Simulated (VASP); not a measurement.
# Bi2TeO4 (R-3m) in VASP: a series of runs

The runs below take Bi2TeO4 through single point, relaxation of cell and atoms, with PBE.

Everything below comes from runs of VASP 6.6.1. Logs are shortened: lines on timing, memory, paths and dates and some standing lists are left out, and cuts for length are marked.

### 1 The cell of the first run

Symmetry: R-3m, No. 166, trigonal system. The conventional cell has a = 3.872 Å, b = 3.872 Å, c = 25.882 Å, α = 90.00°, β = 90.00°, γ = 120.00°. Bi (site symmetry 3m) has 7 O at 2.35 to 2.79 Å within 3.1 Å. Within 3.3 Å of Te (site symmetry -3m) lie 6 O at 2.48 Å. O (site symmetry 3m) has 4 Bi at 2.35 to 2.41 Å and 3 O at 2.79 Å within 3.1 Å. Within 3.3 Å of O (site symmetry 3m) lie 3 Te at 2.48 Å and 3 Bi at 2.79 Å and 6 O at 3.10 to 3.28 Å.

The cell was generated, and may not be a known phase.

### 2 Single point, PBE

INCAR

```
SYSTEM = Bi2TeO4
  PREC = Accurate
  ENCUT = 520
  EDIFF = 1E-6
  ISMEAR = 0
  SIGMA = 0.15
  LREAL = .FALSE.
  LASPH = .TRUE.
  NELM = 60
  ALGO = Normal
  ISIF = 2
  LWAVE = .FALSE.
  LCHARG = .FALSE.
  GGA = PE
  NBANDS = 39
```

KPOINTS

```
Automatic mesh
0
G
  3 3 3
  0 0 0
```

POSCAR

```
Bi2TeO4
1.0
    1.9360987113      1.1178071103      8.6272612890
   -1.9360987113      1.1178071103      8.6272612890
    0.0000000000     -2.2356142262      8.6272612883
Bi Te O
2 1 4
Direct
    0.2273783131      0.2273783131      0.2273783131
    0.7726216869      0.7726216869      0.7726216869
    0.0000000000      0.0000000000      0.0000000000
    0.1344401790      0.1344401790      0.1344401790
    0.8655598210      0.8655598210      0.8655598210
    0.3748468308      0.3748468308      0.3748468308
    0.6251531692      0.6251531692      0.6251531692
```

Potentials or basis: VASP PAW PBE potentials, release 64 (Bi_d, Te, O).

Run with:

```console
cat potpaw_PBE.64/Bi_d/POTCAR potpaw_PBE.64/Te/POTCAR potpaw_PBE.64/O/POTCAR > POTCAR
mpirun -np 1 vasp_std > vasp.out
```

OUTCAR:

```text
SYSTEM = Bi2TeO4
   PREC = Accurate
   ENCUT = 520
   EDIFF = 1E-6
   ISMEAR = 0
   LREAL = .FALSE.
   LASPH = .TRUE.
   NELM = 60
   ISIF = 2
   GGA = PE

 ion  position               nearest neighbor table
   1  0.227  0.227  0.227-   5 2.35   5 2.35   5 2.35   4 2.41   7 2.79   7 2.79   7 2.79   3 3.54
                             3 3.54   3 3.54   2 3.86   2 3.86   2 3.86
   2  0.773  0.773  0.773-   4 2.35   4 2.35   4 2.35   5 2.41   6 2.79   6 2.79   6 2.79   3 3.54
                             3 3.54   3 3.54   1 3.86   1 3.86   1 3.86
   3  0.000  0.000  0.000-   7 2.48   7 2.48   6 2.48   6 2.48   7 2.48   6 2.48   1 3.54   2 3.54
                             1 3.54   2 3.54   1 3.54   2 3.54
   4  0.134  0.134  0.134-   2 2.35   2 2.35   2 2.35   1 2.41
   5  0.866  0.866  0.866-   1 2.35   1 2.35   1 2.35   2 2.41
   6  0.375  0.375  0.375-   3 2.48   3 2.48   3 2.48   2 2.79   2 2.79   2 2.79
   7  0.625  0.625  0.625-   3 2.48   3 2.48   3 2.48   1 2.79   1 2.79   1 2.79

  LATTYP: Found a trigonal (rhomboedric) cell.
 ALAT       =     8.9122168008
 COS(alpha) =     0.9056127133

  Lattice vectors:

 A1 = (   1.9360987113,   1.1178071103,   8.6272612890)
 A2 = (  -1.9360987113,   1.1178071103,   8.6272612890)
 A3 = (   0.0000000000,  -2.2356142262,   8.6272612883)

Analysis of symmetry for initial positions (statically):
=====================================================================
 Subroutine PRICEL returns:
 Original cell was already a primitive cell.

 Routine SETGRP: Setting up the symmetry group for a
 trigonal (rhombohedral) supercell.

 Subroutine GETGRP returns: Found 12 space group operations
 (whereof 12 operations were pure point group operations)
 out of a pool of 12 trial point group operations.

The static configuration has the point symmetry D_3d.

Analysis of symmetry for dynamics (positions and initial velocities):
=====================================================================
 Subroutine PRICEL returns:
 Original cell was already a primitive cell.

 Routine SETGRP: Setting up the symmetry group for a
 trigonal (rhombohedral) supercell.

 Subroutine GETGRP returns: Found 12 space group operations
 (whereof 12 operations were pure point group operations)
 out of a pool of 12 trial point group operations.

The dynamic configuration has the point symmetry D_3d.

 Subroutine INISYM returns: Found 12 space group operations
 (whereof 12 operations are pure point group operations),
 and found     1 'primitive' translations

----------------------------------------------------------------------------------------

                                     Primitive cell

  volume of cell :     112.0259

  direct lattice vectors                    reciprocal lattice vectors
     1.936098711  1.117807110  8.627261289     0.258251295  0.149101455  0.038637213
    -1.936098711  1.117807110  8.627261289    -0.258251295  0.149101455  0.038637213
     0.000000000 -2.235614226  8.627261288     0.000000000 -0.298202910  0.038637213

  length of vectors
     8.912216801  8.912216801  8.912216801     0.300695543  0.300695543  0.300695543

  position of ions in fractional coordinates (direct lattice)
     0.227378313  0.227378313  0.227378313
     0.772621687  0.772621687  0.772621687
     0.000000000  0.000000000  0.000000000
     0.134440179  0.134440179  0.134440179
     0.865559821  0.865559821  0.865559821
     0.374846831  0.374846831  0.374846831
     0.625153169  0.625153169  0.625153169

  ion indices of the primitive-cell ions
   primitive index   ion index
                 1           1
                 2           2
                 3           3
                 4           4
                 5           5
                 6           6
                 7           7

----------------------------------------------------------------------------------------

 KPOINTS: Automatic mesh

Automatic generation of k-mesh.
 Grid dimensions read from file:
 generate k-points for:    3    3    3

 Generating k-lattice:

  Cartesian coordinates                     Fractional coordinates (reciprocal lattice)
     0.086083765  0.049700485  0.012879071     0.333333333 -0.000000000  0.000000000
    -0.086083765  0.049700485  0.012879071    -0.000000000  0.333333333  0.000000000
     0.000000000 -0.099400970  0.012879071    -0.000000000 -0.000000000  0.333333333

  Length of vectors
     0.100231848  0.100231848  0.100231848

  Shift w.r.t. Gamma in fractional coordinates (k-lattice)
     0.000000000  0.000000000  0.000000000

 Subroutine IBZKPT returns following result:
 ===========================================

 Found      6 irreducible k-points:

 Following reciprocal coordinates:
            Coordinates               Weight
  0.000000  0.000000  0.000000      1.000000
  0.333333  0.000000 -0.000000      6.000000
  0.333333  0.333333 -0.000000      6.000000
 -0.333333  0.333333  0.000000      6.000000
  0.333333  0.333333  0.333333      2.000000
 -0.333333  0.333333  0.333333      6.000000
   k-points           NKPTS =      6   k-points in BZ     NKDIM =      6   number of bands    NBANDS=     39
   number of dos      NEDOS =    301   number of ions     NIONS =      7
   total plane-waves  NPLWV = 343000
   dimension x,y,z NGX =    70 NGY =   70 NGZ =   70
   dimension x,y,z NGXF=   140 NGYF=  140 NGZF=  140
   ions per type =               2   1   4
   NGX,Y,Z   is equivalent  to a cutoff of  13.06, 13.06, 13.06 a.u.
   NGXF,Y,Z  is equivalent  to a cutoff of  26.12, 26.12, 26.12 a.u.
 SYSTEM =  Bi2TeO4
   PREC   = accura    normal or accurate (medium, high low for compatibility)
   ISTART =      0    job   : 0-new  1-cont  2-samecut
   ICHARG =      2    charge: 1-file 2-atom 10-const
   ISPIN  =      1    spin polarized calculation?
   LNONCOLLINEAR =      F non collinear calculations
   LSORBIT =      F    spin-orbit coupling
   LASPH  =      T    aspherical Exc in radial PAW
   ENCUT  =  520.0 eV  38.22 Ry    6.18 a.u.  16.57 16.57 16.57*2*pi/ulx,y,z
   NELM   =     60;   NELMIN=  2; NELMDL= -5     # of ELM steps
   EDIFF  = 0.1E-05   stopping-criterion for ELM
   LREAL  =      F    real-space projection
   EDIFFG = 0.1E-04   stopping-criterion for IOM
   NSW    =      0    number of steps for IOM
   IBRION =     -1    ionic relax: 0-MD 1-quasi-New 2-CG
   NFREE  =      0    steps in history (QN), initial steepest desc. (CG)
   ISIF   =      2    stress and relaxation
   ISYM   =      2    0-nonsym 1-usesym 2-fastsym
   POTIM  = 0.5000    time-step for ionic-motion
   TEBEG  =    0.0;   TEEND  =   0.0 temperature during run
   PSTRESS=    0.0 pullay stress
   NELECT =      60.0000    total number of electrons
   NUPDOWN=      -1.0000    fix difference up-down
   EMIN   =  10.00;   EMAX   =-10.00  energy-range for DOS
   EFERMI =   0.00;   METHOD = LEGACY
   ISMEAR =     0;   SIGMA  =   0.15  broadening in eV -4-tet -1-fermi 0-gaus
   EFERMI_NEDOS =   21; number of points for ismear=-14 and -15
   IALGO  =     38    algorithm
   IMIX   =      4    mixing-type and parameters
     AMIX     =   0.40;   BMIX     =  1.00
     AMIX_MAG =   1.60;   BMIX_MAG =  1.00
  volume/ion in A,a.u.               =      16.00       108.00
  Fermi-wavevector in a.u.,A,eV,Ry     =   1.329492  2.512376 24.048964  1.767549
  Thomas-Fermi vector in A             =   2.458650
   LORBIT       =      0    0 simple, 1 ext, 2 COOP (PROOUT), +10 PAW based schemes
   GGA     = PE    functional components
   LHFCALC =     F    Hartree Fock is set to
   AEXX    =    0.0000 exact exchange contribution
   IVDW    =     0    specifies the selected vdW correction
   LEPSILON=     F    determine dielectric tensor
   LRPA    =     F    only Hartree local field effects (RPA)
 non-spin polarized calculation
 Gauss-broadening in eV      SIGMA  =   0.15
  energy-cutoff  :      520.00
  volume of cell :      112.03
 maximum number of plane-waves:      3031
 NGX is ok and might be reduce to    70
   NGX = 33   NGY = 33   NGZ = 33

 number of electron      60.0000013 magnetization

 Free energy of the ion-electron system (eV)
  ---------------------------------------------------
  ext. energy  EPLUGINS =         0.00000000
  ---------------------------------------------------
  free energy    TOTEN  =       -36.21131832 eV

  energy without entropy =      -36.18322887  energy(sigma->0) =      -36.19727360

 E-fermi :   8.8130     XC(G=0): -10.8140

 val. band max:        8.7479350689   @ k =   0.3333   0.3333   0.3333
 cond. band min:       8.9329594769   @ k =  -0.3333   0.3333   0.3333
 fundamental gap:      0.1850244080
 Fermi energy:         8.8130191211

 k-point     1 :       0.0000    0.0000    0.0000
  band No.  band energies     occupation
      1     -15.7095      2.00000
      2     -15.6301      2.00000
      3     -15.6301      2.00000
      4     -15.6290      2.00000
      5     -15.6290      2.00000
      6     -15.6203      2.00000
[... 31 lines left out ...]
     38      11.7636      0.00000
     39      15.8737      0.00000

 k-point     2 :       0.3333    0.0000   -0.0000
  band No.  band energies     occupation
      1     -15.7606      2.00000
      2     -15.6982      2.00000
      3     -15.6166      2.00000
      4     -15.6122      2.00000
      5     -15.5981      2.00000
      6     -15.5840      2.00000
[... 31 lines left out ...]
     38      12.4610      0.00000
     39      14.6465      0.00000

 k-point     3 :       0.3333    0.3333   -0.0000
  band No.  band energies     occupation
      1     -15.7611      2.00000
      2     -15.6983      2.00000
      3     -15.6169      2.00000
      4     -15.6126      2.00000
      5     -15.5982      2.00000
      6     -15.5840      2.00000
[... 31 lines left out ...]
     38      12.3803      0.00000
     39      14.3343      0.00000

 k-point     4 :      -0.3333    0.3333    0.0000
  band No.  band energies     occupation
      1     -15.7349      2.00000
      2     -15.7349      2.00000
      3     -15.6212      2.00000
      4     -15.5997      2.00000
      5     -15.5993      2.00000
      6     -15.5915      2.00000
[... 31 lines left out ...]
     38      11.8428      0.00000
     39      14.9302      0.00000

 k-point     5 :       0.3333    0.3333    0.3333
  band No.  band energies     occupation
      1     -15.7098      2.00000
      2     -15.6301      2.00000
      3     -15.6301      2.00000
      4     -15.6290      2.00000
      5     -15.6290      2.00000
      6     -15.6198      2.00000
[... 31 lines left out ...]
     38      12.2030      0.00000
     39      16.2608      0.00000

 k-point     6 :      -0.3333    0.3333    0.3333
  band No.  band energies     occupation
      1     -15.7611      2.00000
      2     -15.6984      2.00000
      3     -15.6170      2.00000
      4     -15.6124      2.00000
      5     -15.5981      2.00000
      6     -15.5840      2.00000
[... 31 lines left out ...]
     38      12.4648      0.00000
     39      15.0065      0.00000

------------------------ aborting loop because EDIFF is reached ----------------------------------------

  FORCE on cell =-STRESS in cart. coord.  units (eV):
  Direction    XX          YY          ZZ          XY          YZ          ZX
  --------------------------------------------------------------------------------------
  -------------------------------------------------------------------------------------
  Total       -0.1450034     -0.1450034      0.1091986      0.0000000     -0.0000000      0.0000000
  in kB       -2.0738158     -2.0738158      1.5617409      0.0000000     -0.0000000      0.0000000
  external PRESSURE =      -0.8619636 kB  Pullay stress =       0.0000000 kB

 VOLUME and BASIS-vectors are now :
 -----------------------------------------------------------------------------
  energy-cutoff  :      520.00
  volume of cell :      112.03
      direct lattice vectors                 reciprocal lattice vectors
     1.936098711  1.117807110  8.627261289     0.258251295  0.149101455  0.038637213
    -1.936098711  1.117807110  8.627261289    -0.258251295  0.149101455  0.038637213
     0.000000000 -2.235614226  8.627261288     0.000000000 -0.298202910  0.038637213

 POSITION                                       TOTAL-FORCE (eV/Angst)
 -----------------------------------------------------------------------------------
      0.00000     -0.00000      5.88496         0.000000     -0.000000      0.020764
      0.00000     -0.00000     19.99683         0.000000      0.000000     -0.020764
      0.00000      0.00000      0.00000        -0.000000      0.000000      0.000000
      0.00000     -0.00000      3.47955         0.000000      0.000000     -0.013990
      0.00000     -0.00000     22.40223         0.000000     -0.000000      0.013990
      0.00000     -0.00000      9.70170         0.000000      0.000000     -0.046827
      0.00000     -0.00000     16.18008         0.000000     -0.000000      0.046827
 -----------------------------------------------------------------------------------
    total drift:                                0.000000     -0.000000      0.000000

  FREE ENERGIE OF THE ION-ELECTRON SYSTEM (eV)
  ---------------------------------------------------
  free  energy   TOTEN  =       -36.2113183210 eV

  energy  without entropy=      -36.1832288717  energy(sigma->0) =      -36.19727360
```

Run time: 3.1 min. Hardware: 1 thread of Intel Xeon 6975P-C (Granite Rapids), shared host; peak memory 0.66 GiB.

What came out:

| Quantity | Value |
| --- | --- |
| Free energy | -36.2113 eV |
| Pressure | -0.1 GPa |
| Largest force | 0.047 eV/Å |
| Band gap on the k mesh | zero (bands 30 and 31 overlap by 0.34 eV) |

Forces in eV/Å, atoms in the order of the input:
```
Bi   0.000  0.000  0.021
Bi   0.000  0.000 -0.021
Te   0.000  0.000  0.000
O    0.000  0.000 -0.014
O    0.000  0.000  0.014
O    0.000  0.000 -0.047
O    0.000  0.000  0.047
```

Levels at points of the mesh, in eV from the Fermi level:
```
           k point  band 27  band 28  band 29  band 30  band 31  band 32  band 33  band 34
(0.00, 0.00, 0.00)    -4.20    -3.27    -2.92    -2.45    -0.18    -0.18     1.42     2.58
```

Caveat: the k points lie up to 0.63 Å⁻¹ apart; spin-orbit coupling is left out, which moves the levels of the heavy elements.

### 3 Relaxation of cell and atoms, PBE

This run uses another cell than the first one, of 15.89 Å³/atom.

INCAR

```
SYSTEM = Bi2TeO4
PREC     = Accurate       ! precision mode
ENCUT    = 600            ! plane-wave cutoff, eV
EDIFF    = 1E-6           ! SCF threshold, eV
ISMEAR   = 0              ! smearing method
SIGMA    = 0.15           ! smearing width, eV
LREAL    = .FALSE.        ! projectors in reciprocal space
LASPH    = .TRUE.         ! aspherical terms in the spheres
NELM     = 60             ! most SCF steps
ALGO     = Normal         ! electronic algorithm
ISIF     = 3              ! what is computed and relaxed
LWAVE    = .FALSE.        ! write WAVECAR
LCHARG   = .FALSE.        ! write CHGCAR
GGA      = PE             ! functional
IBRION   = 2              ! ionic algorithm
NSW      = 36             ! ionic steps
EDIFFG   = -0.08          ! ionic threshold
```

KPOINTS is that of step 2.

POSCAR

```
Bi2TeO4
1.0
    2.0538853900      1.1858112800      7.6093990200
   -2.0538853900      1.1858112800      7.6093990200
    0.0000000000     -2.3716225700      7.6093990200
Bi Te O
2 1 4
Direct
    0.2434532000      0.2434532000      0.2434532000
    0.7565468000      0.7565468000      0.7565468000
    0.0000000000      0.0000000000      0.0000000000
    0.1389432800      0.1389432800      0.1389432800
    0.8610567200      0.8610567200      0.8610567200
    0.4313669500      0.4313669500      0.4313669500
    0.5686330500      0.5686330500      0.5686330500
```

Potentials or basis: VASP PAW PBE potentials, release 64 (Bi_d, Te, O).

Run with:

```console
cat potpaw_PBE.64/Bi_d/POTCAR potpaw_PBE.64/Te/POTCAR potpaw_PBE.64/O/POTCAR > POTCAR
mpirun -np 1 vasp_std > vasp.out
```

Run time: 22 min. Hardware: 1 thread of Intel Xeon 6975P-C (Granite Rapids), shared host; peak memory 0.62 GiB.

It converged, with:

| Quantity | Value |
| --- | --- |
| Free energy | -36.2162 eV |
| Relaxed volume | 15.92 Å³/atom |
| Relaxed cell | a = 8.903 Å, b = 8.903 Å, c = 8.903 Å, α = 25.06°, β = 25.06°, γ = 25.06° |
| Space group after relaxing (to 0.1 Å) | R-3m (No. 166) |
| Energy gained by relaxing | 752.0 meV/atom |
| Ionic steps | 29 |
| Pressure after relaxing | 0.5 GPa |
| Largest force after relaxing | 0.052 eV/Å |
| Band gap on the k mesh | zero (bands 30 and 31 overlap by 0.34 eV) |

Forces on the atoms (eV/Å):
```
Bi   0.000  0.000  0.044
Bi   0.000  0.000 -0.044
Te   0.000  0.000  0.000
O    0.000  0.000 -0.032
O    0.000  0.000  0.032
O    0.000  0.000 -0.052
O    0.000  0.000  0.052
```

Step by step:
```csv
step,energy change (eV),largest force (eV/Å),pressure (GPa),volume (Å³)
1,0.0000,3.2313,-0.01,111.20
2,-1.0033,2.0155,0.45,111.13
3,-1.2002,2.1500,3.71,111.02
4,-1.2199,1.5249,2.41,111.05
5,-1.2220,1.6604,2.69,111.04
6,-1.6409,0.8871,-0.36,115.86
7,-1.8186,0.7428,-2.57,121.15
8,-2.0426,0.8140,0.94,116.39
9,-2.0858,1.0529,3.68,113.40
10,-2.2211,1.3363,3.52,113.63
11,-2.6230,1.8064,3.83,114.00
12,-3.4050,1.8408,6.14,113.46
13,-0.1061,5.3977,26.47,107.84
14,-3.7222,1.8568,6.78,112.99
15,-3.9313,1.6498,3.88,115.21
16,-4.0673,1.5495,0.61,117.97
17,-4.0837,1.5604,-0.64,119.13
18,-4.2640,1.1843,-1.34,119.07
19,-4.6172,0.7771,-3.00,118.82
20,-4.7034,1.6531,-4.92,117.91
21,-4.7432,1.1025,-4.36,118.28
22,-4.9542,1.0380,-0.55,113.78
23,-5.0388,0.8447,5.09,108.36
24,-5.1551,0.7129,4.10,108.75
25,-5.1636,0.7136,3.81,108.89
26,-5.2356,0.4270,-0.81,112.49
27,-5.2357,0.4180,-0.93,112.64
28,-5.2525,0.2698,-0.48,112.19
29,-5.2638,0.0523,0.50,111.41
```

Final structure:
```yaml
crystal:
  lattice:
    - [1.93167, 1.11525, 8.61954]
    - [-1.93167, 1.11525, 8.61954]
    - [0.00000, -2.23050, 8.61954]
  atoms:
    - { symbol: Bi, position: [0.22738, 0.22738, 0.22738] }
    - { symbol: Bi, position: [0.77262, 0.77262, 0.77262] }
    - { symbol: Te, position: [0.00000, 0.00000, 0.00000] }
    - { symbol: O, position: [0.13454, 0.13454, 0.13454] }
    - { symbol: O, position: [0.86546, 0.86546, 0.86546] }
    - { symbol: O, position: [0.37488, 0.37488, 0.37488] }
    - { symbol: O, position: [0.62512, 0.62512, 0.62512] }
```

Levels at points of the mesh, in eV from the Fermi level:
```
           k point  band 28  band 29  band 30  band 31  band 32  band 33
(0.00, 0.00, 0.00)    -3.30    -2.95    -2.45    -0.18    -0.18     1.43
```

Caveat: the k points lie up to 0.63 Å⁻¹ apart in the final cell; spin-orbit coupling is left out, which moves the levels of the heavy elements; the relaxation stopped at a loose force limit of 0.08 eV/Å, so its end isn't a converged minimum.

The gap in the log of VASP goes by the Fermi energy; the results here count the filled bands.